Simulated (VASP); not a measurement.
# Pt (P6/mmm) in VASP: notebook

Runs on Pt. Level: LDA. Tasks: single point, relaxation of cell and atoms.

Everything below comes from runs of VASP 6.6.1. Logs are shortened: lines on timing, memory, paths and dates and some standing lists are left out, and cuts for length are marked.

## Step 1: The cell of the first run

It takes space group P6/mmm (No. 191, hexagonal). Conventional cell: a = 4.446 Å, b = 4.446 Å, c = 2.649 Å, α = 90.00°, β = 90.00°, γ = 120.00°. Within 3.5 Å of Pt (site symmetry 6/mmm) lie 14 Pt at 2.65 to 2.89 Å. Within 3.4 Å of Pt (site symmetry -6m2) lie 11 Pt at 2.57 to 2.89 Å.

This isn't the form of Pt at room conditions, which is fcc.

## Step 2: Single point, LDA

File INCAR:

```
SYSTEM = Pt
PREC     = Accurate       ! precision mode
ENCUT    = 520            ! plane-wave cutoff, eV
EDIFF    = 1E-6           ! SCF threshold, eV
ISMEAR   = -1             ! smearing method
SIGMA    = 0.1            ! smearing width, eV
LREAL    = .False.        ! projectors in reciprocal space
LASPH    = .True.         ! aspherical terms in the spheres
NELM     = 80             ! most SCF steps
ALGO     = Normal         ! electronic algorithm
ISIF     = 2              ! what is computed and relaxed
LWAVE    = .False.        ! write WAVECAR
LCHARG   = .False.        ! write CHGCAR
NBANDS   = 22             ! bands
```

File KPOINTS:

```
Automatic mesh
0
Gamma
  11 11 16
  0 0 0
```

File POSCAR:

```
Pt
1.0
    4.4458448396      0.0000000000      0.0000000000
   -2.2229224198      3.8502145723      0.0000000000
    0.0000000000      0.0000000000      2.6487895863
Pt
3
Direct
    1.0000000000      1.0000000000      1.0000000000
    0.3333333333      0.6666666667      0.5000000000
    0.6666666667      0.3333333333      0.5000000000
```

Potentials or basis: VASP PAW LDA potentials, release 64 (Pt).

Launch:

```
$ cat potpaw_LDA.64/Pt/POTCAR > POTCAR
$ mpirun -np 1 vasp_std > vasp.out
```

OUTCAR:

```text
SYSTEM = Pt
   PREC = Accurate
   ENCUT = 520
   EDIFF = 1E-6
   ISMEAR = -1
   LREAL = .False.
   LASPH = .True.
   NELM = 80
   ISIF = 2

 ion  position               nearest neighbor table
   1  0.000  0.000  0.000-   2 2.89   3 2.89   2 2.89   3 2.89   2 2.89   2 2.89   3 2.89   3 2.89
                             3 2.89   3 2.89   2 2.89   2 2.89
   2  0.333  0.667  0.500-   3 2.57   3 2.57   3 2.57   1 2.89   1 2.89   1 2.89   1 2.89   1 2.89
                             1 2.89
   3  0.667  0.333  0.500-   2 2.57   2 2.57   2 2.57   1 2.89   1 2.89   1 2.89   1 2.89   1 2.89
                             1 2.89

  LATTYP: Found a hexagonal cell.
 ALAT       =     4.4458448396
 C/A-ratio  =     0.5957899301

  Lattice vectors:

 A1 = (   4.4458448396,   0.0000000000,   0.0000000000)
 A2 = (  -2.2229224198,   3.8502145723,   0.0000000000)
 A3 = (   0.0000000000,   0.0000000000,   2.6487895863)

Analysis of symmetry for initial positions (statically):
=====================================================================
 Subroutine PRICEL returns:
 Original cell was already a primitive cell.

 Routine SETGRP: Setting up the symmetry group for a
 hexagonal supercell.

 Subroutine GETGRP returns: Found 24 space group operations
 (whereof 24 operations were pure point group operations)
 out of a pool of 24 trial point group operations.

The static configuration has the point symmetry D_6h.

Analysis of symmetry for dynamics (positions and initial velocities):
=====================================================================
 Subroutine PRICEL returns:
 Original cell was already a primitive cell.

 Routine SETGRP: Setting up the symmetry group for a
 hexagonal supercell.

 Subroutine GETGRP returns: Found 24 space group operations
 (whereof 24 operations were pure point group operations)
 out of a pool of 24 trial point group operations.

The dynamic configuration has the point symmetry D_6h.

 Subroutine INISYM returns: Found 24 space group operations
 (whereof 24 operations are pure point group operations),
 and found     1 'primitive' translations

----------------------------------------------------------------------------------------

                                     Primitive cell

  volume of cell :      45.3405

  direct lattice vectors                    reciprocal lattice vectors
     4.445844840  0.000000000  0.000000000     0.224929127  0.129862892  0.000000000
    -2.222922420  3.850214572  0.000000000     0.000000000  0.259725784  0.000000000
     0.000000000  0.000000000  2.648789586     0.000000000  0.000000000  0.377530932

  length of vectors
     4.445844840  4.445844840  2.648789586     0.259725784  0.259725784  0.377530932

  position of ions in fractional coordinates (direct lattice)
     0.000000000  0.000000000  0.000000000
     0.333333333  0.666666667  0.500000000
     0.666666667  0.333333333  0.500000000

  ion indices of the primitive-cell ions
   primitive index   ion index
                 1           1
                 2           2
                 3           3

----------------------------------------------------------------------------------------

 KPOINTS: Automatic mesh

Automatic generation of k-mesh.
 Grid dimensions read from file:
 generate k-points for:   11   11   16

 Generating k-lattice:

  Cartesian coordinates                     Fractional coordinates (reciprocal lattice)
     0.020448102  0.011805717  0.000000000     0.090909091 -0.000000000  0.000000000
     0.000000000  0.023611435  0.000000000     0.000000000  0.090909091  0.000000000
     0.000000000  0.000000000  0.023595683     0.000000000  0.000000000  0.062500000

  Length of vectors
     0.023611435  0.023611435  0.023595683

  Shift w.r.t. Gamma in fractional coordinates (k-lattice)
     0.000000000  0.000000000  0.000000000

 Subroutine IBZKPT returns following result:
 ===========================================

 Found    144 irreducible k-points:

 Following reciprocal coordinates:
            Coordinates               Weight
  0.000000  0.000000  0.000000      1.000000
  0.090909  0.000000  0.000000      6.000000
  0.181818  0.000000  0.000000      6.000000
  0.272727  0.000000  0.000000      6.000000
  0.363636  0.000000  0.000000      6.000000
  0.454545  0.000000  0.000000      6.000000
[... 16 lines left out ...]
  0.090909  0.090909  0.062500     12.000000
  0.181818  0.090909  0.062500     24.000000
 [... further k-points ...]
   k-points           NKPTS =    144   k-points in BZ     NKDIM =    144   number of bands    NBANDS=     22
   number of dos      NEDOS =    301   number of ions     NIONS =      3
   total plane-waves  NPLWV =  25920
   dimension x,y,z NGX =    36 NGY =   36 NGZ =   20
   dimension x,y,z NGXF=    72 NGYF=   72 NGZF=   40
   ions per type =               3
   NGX,Y,Z   is equivalent  to a cutoff of  13.46, 13.46, 12.55 a.u.
   NGXF,Y,Z  is equivalent  to a cutoff of  26.92, 26.92, 25.11 a.u.
 SYSTEM =  Pt
   PREC   = accura    normal or accurate (medium, high low for compatibility)
   ISTART =      0    job   : 0-new  1-cont  2-samecut
   ICHARG =      2    charge: 1-file 2-atom 10-const
   ISPIN  =      1    spin polarized calculation?
   LNONCOLLINEAR =      F non collinear calculations
   LSORBIT =      F    spin-orbit coupling
   LASPH  =      T    aspherical Exc in radial PAW
   ENCUT  =  520.0 eV  38.22 Ry    6.18 a.u.   8.27  8.27  4.92*2*pi/ulx,y,z
   NELM   =     80;   NELMIN=  2; NELMDL= -5     # of ELM steps
   EDIFF  = 0.1E-05   stopping-criterion for ELM
   LREAL  =      F    real-space projection
   EDIFFG = 0.1E-04   stopping-criterion for IOM
   NSW    =      0    number of steps for IOM
   IBRION =     -1    ionic relax: 0-MD 1-quasi-New 2-CG
   NFREE  =      0    steps in history (QN), initial steepest desc. (CG)
   ISIF   =      2    stress and relaxation
   ISYM   =      2    0-nonsym 1-usesym 2-fastsym
   POTIM  = 0.5000    time-step for ionic-motion
   TEBEG  =    0.0;   TEEND  =   0.0 temperature during run
   PSTRESS=    0.0 pullay stress
   NELECT =      30.0000    total number of electrons
   NUPDOWN=      -1.0000    fix difference up-down
   EMIN   =  10.00;   EMAX   =-10.00  energy-range for DOS
   EFERMI =   0.00;   METHOD = LEGACY
   ISMEAR =    -1;   SIGMA  =   0.10  broadening in eV -4-tet -1-fermi 0-gaus
   EFERMI_NEDOS =   21; number of points for ismear=-14 and -15
   IALGO  =     38    algorithm
   IMIX   =      4    mixing-type and parameters
     AMIX     =   0.40;   BMIX     =  1.00
     AMIX_MAG =   1.60;   BMIX_MAG =  1.00
  volume/ion in A,a.u.               =      15.11       101.99
  Fermi-wavevector in a.u.,A,eV,Ry     =   1.426548  2.695785 27.688384  2.035039
  Thomas-Fermi vector in A             =   2.546813
   LORBIT       =      0    0 simple, 1 ext, 2 COOP (PROOUT), +10 PAW based schemes
   GGA     = CA    functional components
   LHFCALC =     F    Hartree Fock is set to
   AEXX    =    0.0000 exact exchange contribution
   IVDW    =     0    specifies the selected vdW correction
   LEPSILON=     F    determine dielectric tensor
   LRPA    =     F    only Hartree local field effects (RPA)
 non-spin polarized calculation
  energy-cutoff  :      520.00
  volume of cell :       45.34
 maximum number of plane-waves:      1241
 NGX is ok and might be reduce to    36
   NGX = 17   NGY = 17   NGZ =  9

 number of electron      30.0000002 magnetization

 Free energy of the ion-electron system (eV)
  ---------------------------------------------------
  ext. energy  EPLUGINS =         0.00000000
  ---------------------------------------------------
  free energy    TOTEN  =       -22.09001453 eV

  energy without entropy =      -21.92613705  energy(sigma->0) =      -22.00807579

 E-fermi :  11.0309     XC(G=0): -13.6616

 val. band max:       11.0278506066   @ k =   0.2727   0.0909   0.2500
 cond. band min:      11.0311932509   @ k =   0.3636   0.2727   0.5000
 fundamental gap:      0.0033426443
 Fermi energy:        11.0309060051

 k-point     1 :       0.0000    0.0000    0.0000
  band No.  band energies     occupation
      1       0.8824      2.00000
      2       4.2338      2.00000
      3       5.9080      2.00000
      4       6.6435      2.00000
      5       6.6435      2.00000
      6       6.6635      2.00000
[... 14 lines left out ...]
     21      18.6042      0.00000
     22      18.6042      0.00000

 k-point     2 :       0.0909    0.0000    0.0000
  band No.  band energies     occupation
      1       0.9986      2.00000
      2       4.2640      2.00000
      3       5.7411      2.00000
      4       6.1036      2.00000
      5       6.2711      2.00000
      6       6.6364      2.00000
[... 14 lines left out ...]
     21      20.0744      0.00000
     22      20.2146      0.00000

 k-point     3 :       0.1818    0.0000    0.0000
  band No.  band energies     occupation
      1       1.3384      2.00000
      2       4.3266      2.00000
      3       5.2422      2.00000
      4       5.7360      2.00000
      5       6.0232      2.00000
      6       6.5518      2.00000
[... 14 lines left out ...]
     21      21.5633      0.00000
     22      21.8306      0.00000

 k-point     4 :       0.2727    0.0000    0.0000
  band No.  band energies     occupation
      1       1.8737      2.00000
      2       4.2627      2.00000
      3       4.8501      2.00000
      4       5.4381      2.00000
      5       5.8979      2.00000
      6       6.3811      2.00000
[... 14 lines left out ...]
     21      22.9924      0.00000
     22      23.2068      0.00000

 k-point     5 :       0.3636    0.0000    0.0000
  band No.  band energies     occupation
      1       2.5520      2.00000
      2       3.9791      2.00000
      3       4.6051      2.00000
      4       5.3226      2.00000
      5       5.8689      2.00000
      6       6.1247      2.00000
[... 14 lines left out ...]
     21      24.2106      0.00000
     22      24.2192      0.00000

 k-point     6 :       0.4545    0.0000    0.0000
  band No.  band energies     occupation
      1       3.2703      2.00000
      2       3.7818      2.00000
      3       4.1029      2.00000
      4       5.5129      2.00000
      5       5.8168      2.00000
      6       5.8856      2.00000
[... 14 lines left out ...]
     21      24.7639      0.00000
     22      24.9245      0.00000

 k-point     7 :       0.0909    0.0909    0.0000
  band No.  band energies     occupation
      1       1.2264      2.00000
      2       4.3121      2.00000
      3       5.4588      2.00000
      4       5.6546      2.00000
      5       6.1347      2.00000
      6       6.6457      2.00000
[... 324 lines left out ...]
      6       6.4600      2.00000
[... 14 lines left out ...]
     21      23.0917      0.00000
     22      23.3632      0.00000

 k-point    21 :       0.3636    0.0000    0.0625
  band No.  band energies     occupation
      1       2.6594      2.00000
      2       4.0739      2.00000
      3       4.7315      2.00000
      4       5.3715      2.00000
      5       5.8607      2.00000
      6       6.2006      2.00000
[... 14 lines left out ...]
     21      24.3398      0.00000
     22      24.4168      0.00000

 k-point    22 :       0.4545    0.0000    0.0625
  band No.  band energies     occupation
      1       3.3802      2.00000
      2       3.8766      2.00000
      3       4.2109      2.00000
      4       5.5789      2.00000
      5       5.8805      2.00000
      6       5.8873      2.00000
[... 14 lines left out ...]
     21      24.9991      0.00000
     22      25.0813      0.00000

 k-point    23 :       0.0909    0.0909    0.0625
  band No.  band energies     occupation
      1       1.3382      2.00000
      2       4.4454      2.00000
      3       5.5408      2.00000
      4       5.6445      2.00000
      5       6.1876      2.00000
      6       6.7076      2.00000
[... 14 lines left out ...]
     21      21.3638      0.00000
     22      21.4650      0.00000

 k-point    24 :       0.1818    0.0909    0.0625
  band No.  band energies     occupation
      1       1.7722      2.00000
      2       4.4613      2.00000
      3       5.0642      2.00000
      4       5.3615      2.00000
      5       6.0613      2.00000
      6       6.6387      2.00000
[... 14 lines left out ...]
     21      22.6891      0.00000
     22      22.8916      0.00000

 [... further k-points ...]

------------------------ aborting loop because EDIFF is reached ----------------------------------------

  FORCE on cell =-STRESS in cart. coord.  units (eV):
  Direction    XX          YY          ZZ          XY          YZ          ZX
  --------------------------------------------------------------------------------------
  -------------------------------------------------------------------------------------
  Total        0.0703967      0.0703967      0.4864212      0.0000000      0.0000000     -0.0000000
  in kB        2.4875734      2.4875734     17.1884357      0.0000000      0.0000000     -0.0000000
  external PRESSURE =       7.3878608 kB  Pullay stress =       0.0000000 kB

 VOLUME and BASIS-vectors are now :
 -----------------------------------------------------------------------------
  energy-cutoff  :      520.00
  volume of cell :       45.34
      direct lattice vectors                 reciprocal lattice vectors
     4.445844840  0.000000000  0.000000000     0.224929127  0.129862892  0.000000000
    -2.222922420  3.850214572  0.000000000     0.000000000  0.259725784  0.000000000
     0.000000000  0.000000000  2.648789586     0.000000000  0.000000000  0.377530932

 POSITION                                       TOTAL-FORCE (eV/Angst)
 -----------------------------------------------------------------------------------
      0.00000      0.00000      0.00000        -0.000000      0.000000     -0.000000
     -0.00000      2.56681      1.32439        -0.000000      0.000000      0.000000
      2.22292      1.28340      1.32439         0.000000      0.000000     -0.000000
 -----------------------------------------------------------------------------------
    total drift:                                0.000000      0.000000     -0.000000

  FREE ENERGIE OF THE ION-ELECTRON SYSTEM (eV)
  ---------------------------------------------------
  free  energy   TOTEN  =       -22.0900145347 eV

  energy  without entropy=      -21.9261370462  energy(sigma->0) =      -22.00807579
```

It took 42 s on 1 thread of Intel Xeon 6975P-C (Granite Rapids), shared host; peak memory 0.23 GiB.

Results:

```yaml
Free_energy: -22.0900 eV
Pressure: 0.7 GPa
Band_gap_on_the_k_mesh: zero (bands 15 and 16 overlap by 1.53 eV)
```

Stress tensor (GPa, compression positive):
```
0.25 0.00 0.00
0.00 0.25 0.00
0.00 0.00 1.72
```

Caveat: spin-orbit coupling is left out, which moves the levels of the heavy elements.

## Step 3: Relaxation of cell and atoms, LDA

File INCAR:

```
SYSTEM = Pt
ALGO = Normal
EDIFF = 1E-6
EDIFFG = -0.01
ENCUT = 600
GGA = CA
IBRION = 2
ISIF = 3
ISMEAR = -1
LASPH = .TRUE.
LCHARG = .FALSE.
LREAL = .FALSE.
LWAVE = .FALSE.
NELM = 80
NSW = 80
PREC = Accurate
SIGMA = 0.1
```

File KPOINTS:

```
k-points
0
G
  8 8 12
  0 0 0
```

File POSCAR:

```
Pt
1.0
    4.4020276304      0.0000000000      0.0000000000
   -2.2010138152      3.8122677561      0.0000000000
    0.0000000000      0.0000000000      2.6984429374
Pt
3
Direct
    0.0000000000      0.0000000000      0.0000000000
    0.3333333333      0.6666666667      0.5000000000
    0.6666666667      0.3333333333      0.5000000000
```

Potentials or basis: VASP PAW LDA potentials, release 64 (Pt).

Launch:

```
$ cat potpaw_LDA.64/Pt/POTCAR > POTCAR
$ mpirun -np 1 vasp_std > vasp.out
```

It took 91 s on 1 thread of Intel Xeon 6975P-C (Granite Rapids), shared host; peak memory 0.2 GiB.

Results (log left out):

- Free energy: -22.1040 eV
- Relaxed volume: 15.15 Å³/atom
- Relaxed cell: a = 4.449 Å, b = 4.449 Å, c = 2.652 Å, α = 90.00°, β = 90.00°, γ = 120.00°
- Space group after relaxing (to 0.1 Å): P6/mmm (No. 191)
- Energy gained by relaxing: 10.1 meV/atom
- Ionic steps: 7
- Pressure after relaxing: 0.1 GPa
- Band gap on the k mesh: zero (bands 15 and 16 overlap by 1.49 eV)

Stress tensor (GPa, compression positive):
```
 0.10  0.00  0.00
 0.00  0.10  0.00
 0.00  0.00 -0.03
```

Step by step:
```
step  energy change (eV)  largest force (eV/Å)  pressure (GPa)  volume (Å³)
   1              0.0000                0.0000            1.49        45.28
   2             -0.0045                0.0000           -4.13        46.17
   3             -0.0282                0.0000           -1.87        45.76
   4             -0.0191                0.0000            4.29        44.82
   5             -0.0302                0.0000           -0.10        45.47
   6             -0.0302                0.0000           -0.06        45.47
   7             -0.0303                0.0000            0.06        45.45
```

Final structure:
```yaml
crystal:
  lattice:
    - [4.44878, 0.00000, 0.00000]
    - [-2.22439, 3.85275, 0.00000]
    - [0.00000, 0.00000, 2.65153]
  atoms:
    - { symbol: Pt, position: [0.00000, 0.00000, 0.00000] }
    - { symbol: Pt, position: [0.33333, 0.66667, 0.50000] }
    - { symbol: Pt, position: [0.66667, 0.33333, 0.50000] }
```

Levels at points of the mesh, in eV from the Fermi level:
```csv
k point,band 11,band 12,band 13,band 14,band 15,band 16,band 17,band 18,band 19
"(0.00, 0.00, 0.00)",-2.08,-2.08,-1.97,-1.97,0.38,0.38,5.14,6.12,7.51
"(0.50, 0.00, 0.00)",-1.77,-1.02,-0.35,-0.34,-0.31,-0.27,-0.15,0.39,6.17
"(0.00, 0.00, 0.50)",-0.57,-0.57,-0.17,-0.17,1.22,2.44,2.87,7.94,8.68
"(0.50, 0.00, 0.50)",-1.96,-1.01,-0.46,0.13,0.76,1.96,2.86,5.78,5.83
```

Caveat: spin-orbit coupling is left out, which moves the levels of the heavy elements.
